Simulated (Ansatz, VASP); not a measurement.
**Ti: VASP beside Ansatz**

File INCAR:

```
PREC = Accurate
ENCUT = 500
EDIFF = 1E-7
ISMEAR = -1
SIGMA = 0.05
LREAL = False
LASPH = True
NELM = 120
ALGO = Normal
ISIF = 3
LWAVE = False
LCHARG = False
GGA = PE
IBRION = 2
NSW = 100
EDIFFG = -0.005
GGA_COMPAT = False
NELMIN = 4
```

KPOINTS

```
Automatic mesh
0
Gamma
  14 14 14
```

File POSCAR:

```
Ti
1.0
    0.0000000000      1.9797025955      1.9797025955
    1.9797025955      0.0000000000      1.9797025955
    1.9797025955      1.9797025955      0.0000000000
Ti
1
Direct
    0.0000000000      0.0000000000      0.0000000000
```

Input for Ansatz:

```yaml
crystal:
  lattice:
    - [0.0, 1.9797025955, 1.9797025955]
    - [1.9797025955, 0.0, 1.9797025955]
    - [1.9797025955, 1.9797025955, 0.0]
  atoms:
    - { symbol: Ti, position: [0.0, 0.0, 0.0] }
kpoints:
  mp_grid: { grid: [14, 14, 14] }
scf:
  occupations: { method: fermi_dirac, width: 0.05 }
hamiltonian:
  xc: pbe
  pseudopotentials: { kind: paw, azcp: { folder: soft_1 } }
output:
  forces: true
  stress: true
relax:
  f_tol: 0.005
  max_steps: 80
  cell: {}
```

Alike in both runs: task relaxation of cell and atoms; functional PBE; k mesh 14 × 14 × 14; occupations fermi-dirac, width 0.05 eV; no spin polarisation.

```csv
,VASP,Ansatz
version,VASP 6.6.1,Ansatz 0.2.0
potentials or method,"VASP PAW PBE potentials, release 64 (Ti_sv)","PAW with Ansatz's earlier generated frozen-core files (soft_1), scalar-relativistic"
plane-wave cutoff (eV),500,420
valence electrons in the cell,12,12
```

VASP gave:

- relaxed volume (Å³/atom): 17.32
- relaxed cell length with the largest relative difference (Å): 2.904

Task: Estimate Ansatz's values.

Result: Relaxed volume (Å³/atom): 17.39; relaxed cell length with the largest relative difference (Å): 2.908.
